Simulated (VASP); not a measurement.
Set up this calculation in VASP 6.6.1, as the native input.

- Task: single point
- Functional: PBE
- Potentials or basis: VASP PAW PBE potentials, release 64 (In_d, Te, Mo_sv)
- Cutoff: 520 eV
- k mesh: 4 × 4 × 4
- Occupations: gaussian, width 0.1 eV
- Spin: no spin polarisation
- Dipole correction: no
- Further INCAR settings: ALGO = Normal; EDIFF = 1e-06; NBANDS = 30

The structure of InTe3Mo lies in POSCAR:

```
InTe3Mo
1.0
    5.6397999600      0.0000000000      0.0000000000
    0.0000000000      5.6397999600      0.0000000000
    0.0000000000      0.0000000000      5.6397999600
In Te Mo
1 3 1
Direct
    0.5000000000      0.5000000000      0.5000000000
    0.5000000000      0.0000000000      0.0000000000
    0.0000000000      0.5000000000      0.0000000000
    0.0000000000      0.0000000000      0.5000000000
    0.0000000000      0.0000000000      0.0000000000
```

These files were run (other wordings do the same):

INCAR

```
SYSTEM = InTe3Mo
PREC     = Accurate       ! precision mode
ENCUT    = 520            ! plane-wave cutoff, eV
EDIFF    = 1E-6           ! SCF threshold, eV
ISMEAR   = 0              ! smearing method
SIGMA    = 0.1            ! smearing width, eV
LREAL    = .FALSE.        ! projectors in reciprocal space
LASPH    = .TRUE.         ! aspherical terms in the spheres
NELM     = 100            ! most SCF steps
ALGO     = Normal         ! electronic algorithm
ISIF     = 2              ! what is computed and relaxed
LWAVE    = .FALSE.        ! write WAVECAR
LCHARG   = .FALSE.        ! write CHGCAR
GGA      = PE             ! functional
NBANDS   = 30             ! bands
```

KPOINTS

```
Automatic mesh
0
G
  4 4 4
  0 0 0
```

Potentials or basis: VASP PAW PBE potentials, release 64 (In_d, Te, Mo_sv).

Command:

```sh
$ cat potpaw_PBE.64/In_d/POTCAR potpaw_PBE.64/Te/POTCAR potpaw_PBE.64/Mo_sv/POTCAR > POTCAR
$ mpirun -np 1 vasp_std > vasp.out
```

Results of the run:

```yaml
Pressure: -5.0 GPa
```

Run time: 95 s on 1 thread of Intel Xeon 8259CL, with other jobs on the host, peak memory 0.28 GiB.
